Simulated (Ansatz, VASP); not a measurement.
# KCl in VASP and in Ansatz

```xyz
2
Lattice="3.8392 0.0000 0.0000 0.0000 3.9160 0.0000 0.0000 0.0000 3.8392" Properties=species:S:1:pos:R:3 pbc="T T T"
K     0.0000    0.0000    0.0000
Cl    1.9196    1.9580    1.9196
```

Change from the starting cell: strain +0.0200 x Voigt [0, 1, 0, 0, 0, 0], atoms carried along.

Alike in both runs: task single point; functional LDA; k mesh 6 × 6 × 6; occupations gaussian, width 0.05 eV; no spin polarisation.

|  | VASP | Ansatz |
| --- | --- | --- |
| version | VASP 6.6.1 | Ansatz 0.2.0 |
| potentials or method | VASP PAW LDA potentials, release 64 (K_sv, Cl), cutoff 520 eV | scalar-relativistic, plane waves, PAW |
| valence electrons in the cell | 16 | 16 |

|  | VASP | Ansatz | Ansatz less VASP |
| --- | --- | --- | --- |
| gap on the k mesh at the Fermi level (eV) | 4.26 | 4.25 | -0.006 |
| least direct gap on the mesh (eV) | 4.46 | 4.45 | -0.007 |
| pressure (GPa) | -3.3 | -3.4 | -0.02 |
| traceless stress, the component that is largest in VASP (GPa) | -0.54 | -0.54 | 0.000 |

LDA's correlation is that of Perdew and Zunger in VASP and of Perdew and Wang (1992) in Ansatz.
